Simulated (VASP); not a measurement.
# O2 in VASP: single point with PBE

Aim: the single point of O2 with PBE.

All numbers are computed with VASP 6.6.1; they aren't measurements. Logs are shortened: lines on timing, memory, paths and dates and some standing lists are left out, and cuts for length are marked.

**1. The cell of the first run**

The cell holds a cluster in a box, 2 atoms: a = 11.000 Å, b = 11.500 Å, c = 12.000 Å, α = 90.00°, β = 90.00°, γ = 90.00°.

**2. Single point, PBE, collinear spin, ferromagnetic start**

INCAR reads:

```
SYSTEM = O
ALGO     = Normal         ! electronic algorithm
EDIFF    = 1E-6           ! SCF threshold, eV
ENCUT    = 520            ! plane-wave cutoff, eV
GGA      = PE             ! functional
GGA_COMPAT= .FALSE.      
ISIF     = 2              ! what is computed and relaxed
ISMEAR   = -1             ! smearing method
ISPIN    = 2              ! spin polarisation
LASPH    = .TRUE.         ! aspherical terms in the spheres
LCHARG   = .FALSE.        ! write CHGCAR
LORBIT   = 11             ! projections on sites
LREAL    = .FALSE.        ! projectors in reciprocal space
LWAVE    = .FALSE.        ! write WAVECAR
MAGMOM   = 1 1            ! initial moments
NBANDS   = 17             ! bands
NELM     = 200            ! most SCF steps
PREC     = Accurate       ! precision mode
SIGMA    = 0.05           ! smearing width, eV
```

KPOINTS reads:

```
k-points
0
G
  1 1 1
  0 0 0
```

POSCAR reads:

```
O
1.0
   11.0000000000      0.0000000000      0.0000000000
    0.0000000000     11.5000000000      0.0000000000
    0.0000000000      0.0000000000     12.0000000000
O
2
Direct
    0.5000000000      0.5000000000      0.4500000000
    0.5000000000      0.5000000000      0.5520000000
```

Potentials or basis: VASP PAW PBE potentials, release 64 (O).

Launch:

```sh
$ cat potpaw_PBE.64/O/POTCAR > POTCAR
$ mpirun -np 1 vasp_gam > vasp.out
```

OUTCAR:

```text
SYSTEM = O
   EDIFF = 1E-6
   ENCUT = 520
   GGA = PE
   ISIF = 2
   ISMEAR = -1
   ISPIN = 2
   LASPH = .TRUE.
   LORBIT = 11
   LREAL = .FALSE.
   NELM = 200
   PREC = Accurate

 ion  position               nearest neighbor table
   1  0.500  0.500  0.450-   2 1.22
   2  0.500  0.500  0.552-   1 1.22

  LATTYP: Found a simple orthorhombic cell.
 ALAT       =    11.0000000000
 B/A-ratio  =     1.0454545455
 C/A-ratio  =     1.0909090909

  Lattice vectors:

 A1 = (  11.0000000000,   0.0000000000,   0.0000000000)
 A2 = (   0.0000000000,  11.5000000000,   0.0000000000)
 A3 = (   0.0000000000,   0.0000000000,  12.0000000000)

Analysis of symmetry for initial positions (statically):
=====================================================================
 Subroutine PRICEL returns:
 Original cell was already a primitive cell.

 Routine SETGRP: Setting up the symmetry group for a
 simple orthorhombic supercell.

 Subroutine GETGRP returns: Found  8 space group operations
 (whereof  4 operations were pure point group operations)
 out of a pool of  8 trial point group operations.

The static configuration has the point symmetry C_2v.
 The point group associated with its full space group is D_2h.

Analysis of symmetry for dynamics (positions and initial velocities):
=====================================================================
 Subroutine PRICEL returns:
 Original cell was already a primitive cell.

 Routine SETGRP: Setting up the symmetry group for a
 simple orthorhombic supercell.

 Subroutine GETGRP returns: Found  8 space group operations
 (whereof  4 operations were pure point group operations)
 out of a pool of  8 trial point group operations.

The dynamic configuration has the point symmetry C_2v.
 The point group associated with its full space group is D_2h.

Analysis of structural, dynamic, and magnetic symmetry:
=====================================================================
 Subroutine PRICEL returns:
 Original cell was already a primitive cell.

 Routine SETGRP: Setting up the symmetry group for a
 simple orthorhombic supercell.

 Subroutine GETGRP returns: Found  8 space group operations
 (whereof  4 operations were pure point group operations)
 out of a pool of  8 trial point group operations.

The overall configuration has the point symmetry C_2v.
 The point group associated with its full space group is D_2h.

 Subroutine INISYM returns: Found  8 space group operations
 (whereof  4 operations are pure point group operations),
 and found     1 'primitive' translations

----------------------------------------------------------------------------------------

                                     Primitive cell

  volume of cell :    1518.0000

  direct lattice vectors                    reciprocal lattice vectors
    11.000000000  0.000000000  0.000000000     0.090909091  0.000000000  0.000000000
     0.000000000 11.500000000  0.000000000     0.000000000  0.086956522  0.000000000
     0.000000000  0.000000000 12.000000000     0.000000000  0.000000000  0.083333333

  length of vectors
    11.000000000 11.500000000 12.000000000     0.090909091  0.086956522  0.083333333

  position of ions in fractional coordinates (direct lattice)
     0.500000000  0.500000000  0.450000000
     0.500000000  0.500000000  0.552000000

  ion indices of the primitive-cell ions
   primitive index   ion index
                 1           1
                 2           2

----------------------------------------------------------------------------------------

 KPOINTS: k-points

Automatic generation of k-mesh.
 Grid dimensions read from file:
 generate k-points for:    1    1    1

 Generating k-lattice:

  Cartesian coordinates                     Fractional coordinates (reciprocal lattice)
     0.090909091  0.000000000  0.000000000     1.000000000  0.000000000  0.000000000
     0.000000000  0.086956522  0.000000000     0.000000000  1.000000000  0.000000000
     0.000000000  0.000000000  0.083333333     0.000000000  0.000000000  1.000000000

  Length of vectors
     0.090909091  0.086956522  0.083333333

  Shift w.r.t. Gamma in fractional coordinates (k-lattice)
     0.000000000  0.000000000  0.000000000

 Subroutine IBZKPT returns following result:
 ===========================================

 Found      1 irreducible k-points:

 Following reciprocal coordinates:
            Coordinates               Weight
  0.000000  0.000000  0.000000      1.000000
   k-points           NKPTS =      1   k-points in BZ     NKDIM =      1   number of bands    NBANDS=     17
   number of dos      NEDOS =    301   number of ions     NIONS =      2
   total plane-waves  NPLWV = 680400
   dimension x,y,z NGX =    84 NGY =   90 NGZ =   90
   dimension x,y,z NGXF=   168 NGYF=  180 NGZF=  180
   ions per type =               2
   NGX,Y,Z   is equivalent  to a cutoff of  12.70, 13.01, 12.47 a.u.
   NGXF,Y,Z  is equivalent  to a cutoff of  25.39, 26.02, 24.94 a.u.
 SYSTEM =  O
   PREC   = accura    normal or accurate (medium, high low for compatibility)
   ISTART =      0    job   : 0-new  1-cont  2-samecut
   ICHARG =      2    charge: 1-file 2-atom 10-const
   ISPIN  =      2    spin polarized calculation?
   LNONCOLLINEAR =      F non collinear calculations
   LSORBIT =      F    spin-orbit coupling
   LASPH  =      T    aspherical Exc in radial PAW
   ENCUT  =  520.0 eV  38.22 Ry    6.18 a.u.  20.45 21.38 22.31*2*pi/ulx,y,z
   NELM   =    200;   NELMIN=  2; NELMDL= -5     # of ELM steps
   EDIFF  = 0.1E-05   stopping-criterion for ELM
   LREAL  =      F    real-space projection
   EDIFFG = 0.1E-04   stopping-criterion for IOM
   NSW    =      0    number of steps for IOM
   IBRION =     -1    ionic relax: 0-MD 1-quasi-New 2-CG
   NFREE  =      0    steps in history (QN), initial steepest desc. (CG)
   ISIF   =      2    stress and relaxation
   ISYM   =      2    0-nonsym 1-usesym 2-fastsym
   POTIM  = 0.5000    time-step for ionic-motion
   TEBEG  =    0.0;   TEEND  =   0.0 temperature during run
   PSTRESS=    0.0 pullay stress
   NELECT =      12.0000    total number of electrons
   NUPDOWN=      -1.0000    fix difference up-down
   EMIN   =  10.00;   EMAX   =-10.00  energy-range for DOS
   EFERMI =   0.00;   METHOD = LEGACY
   ISMEAR =    -1;   SIGMA  =   0.05  broadening in eV -4-tet -1-fermi 0-gaus
   EFERMI_NEDOS =   21; number of points for ismear=-14 and -15
   IALGO  =     38    algorithm
   IMIX   =      4    mixing-type and parameters
     AMIX     =   0.40;   BMIX     =  1.00
     AMIX_MAG =   1.60;   BMIX_MAG =  1.00
  volume/ion in A,a.u.               =     759.00      5121.98
  Fermi-wavevector in a.u.,A,eV,Ry     =   0.326120  0.616278  1.447041  0.106355
  Thomas-Fermi vector in A             =   1.217707
   LORBIT       =     11    0 simple, 1 ext, 2 COOP (PROOUT), +10 PAW based schemes
   GGA     = PE    functional components
   LHFCALC =     F    Hartree Fock is set to
   AEXX    =    0.0000 exact exchange contribution
   IVDW    =     0    specifies the selected vdW correction
   LEPSILON=     F    determine dielectric tensor
   LRPA    =     F    only Hartree local field effects (RPA)
 spin polarized calculation
  energy-cutoff  :      520.00
  volume of cell :     1518.00
 maximum number of plane-waves:     20458
 NGX is ok and might be reduce to    84
   NGX = 41   NGY = 43   NGZ = 45

 number of electron      12.0000004 magnetization       2.0000003

 Free energy of the ion-electron system (eV)
  ---------------------------------------------------
  ext. energy  EPLUGINS =         0.00000000
  ---------------------------------------------------
  free energy    TOTEN  =        -9.88157861 eV

  energy without entropy =       -9.88157861  energy(sigma->0) =       -9.88157861

 E-fermi :  -5.7148     XC(G=0):  -0.3780

 val. band max:       -6.8696634083   @ k =   0.0000   0.0000   0.0000
 cond. band min:      -4.5633045295   @ k =   0.0000   0.0000   0.0000
 fundamental gap:      2.3063588788
 Fermi energy:        -5.7148244842

 spin component 1

 k-point     1 :       0.0000    0.0000    0.0000
  band No.  band energies     occupation
      1     -32.6636      1.00000
      2     -20.5375      1.00000
      3     -13.3779      1.00000
      4     -13.3336      1.00000
      5     -13.3336      1.00000
      6      -6.8697      1.00000
[... 9 lines left out ...]
     16       1.9039      0.00000
     17       1.9617      0.00000
 Fermi energy:        -5.7148244842

 spin component 2

 k-point     1 :       0.0000    0.0000    0.0000
  band No.  band energies     occupation
      1     -31.4559      1.00000
      2     -18.7417      1.00000
      3     -12.4767      1.00000
      4     -11.4701      1.00000
      5     -11.4701      1.00000
      6      -4.5633      0.00000
[... 9 lines left out ...]
     16       1.9645      0.00000
     17       2.0265      0.00000

------------------------ aborting loop because EDIFF is reached ----------------------------------------

  FORCE on cell =-STRESS in cart. coord.  units (eV):
  Direction    XX          YY          ZZ          XY          YZ          ZX
  --------------------------------------------------------------------------------------
  -------------------------------------------------------------------------------------
  Total       -0.0680337     -0.0677350      0.7638614      0.0000000      0.0000000      0.0000000
  in kB       -0.0718063     -0.0714911      0.8062197      0.0000000      0.0000000      0.0000000
  external PRESSURE =       0.2209741 kB  Pullay stress =       0.0000000 kB

 VOLUME and BASIS-vectors are now :
 -----------------------------------------------------------------------------
  energy-cutoff  :      520.00
  volume of cell :     1518.00
      direct lattice vectors                 reciprocal lattice vectors
    11.000000000  0.000000000  0.000000000     0.090909091  0.000000000  0.000000000
     0.000000000 11.500000000  0.000000000     0.000000000  0.086956522  0.000000000
     0.000000000  0.000000000 12.000000000     0.000000000  0.000000000  0.083333333

 POSITION                                       TOTAL-FORCE (eV/Angst)
 -----------------------------------------------------------------------------------
      5.50000      5.75000      5.40000         0.000000      0.000000     -0.684680
      5.50000      5.75000      6.62400         0.000000      0.000000      0.684680
 -----------------------------------------------------------------------------------
    total drift:                                0.000000     -0.000000      0.000076

  FREE ENERGIE OF THE ION-ELECTRON SYSTEM (eV)
  ---------------------------------------------------
  free  energy   TOTEN  =        -9.8815786055 eV

  energy  without entropy=       -9.8815786050  energy(sigma->0) =       -9.88157861

 total charge

# of ion       s       p       d       tot
------------------------------------------
    1        1.611   3.289   0.000   4.901
    2        1.611   3.289   0.000   4.901
--------------------------------------------------
tot          3.223   6.579   0.000   9.802

 magnetization (x)

# of ion       s       p       d       tot
------------------------------------------
    1        0.010   0.799   0.000   0.810
    2        0.010   0.799   0.000   0.810
--------------------------------------------------
tot          0.020   1.599   0.000   1.619
```

Run time: 5.8 min. Hardware: 1 thread of Intel Xeon 8259CL, shared host; peak memory 1.5 GiB.

Results:

```
Free energy                                           : -9.8816 eV
Largest force                                         : 0.685 eV/Å
Gap between the frontier levels                       : 2.31 eV
Net moment                                            : 2.00 μB per cell
Site moments                                          : O +0.81 μB
Valence electrons inside the program's atomic spheres : O 4.90
```

Forces in eV/Å, atoms in the order of the input:
```
O    0.000  0.000 -0.685
O    0.000  0.000  0.685
```

Caveat: the standard files for N, O and F lose accuracy on very short bonds.
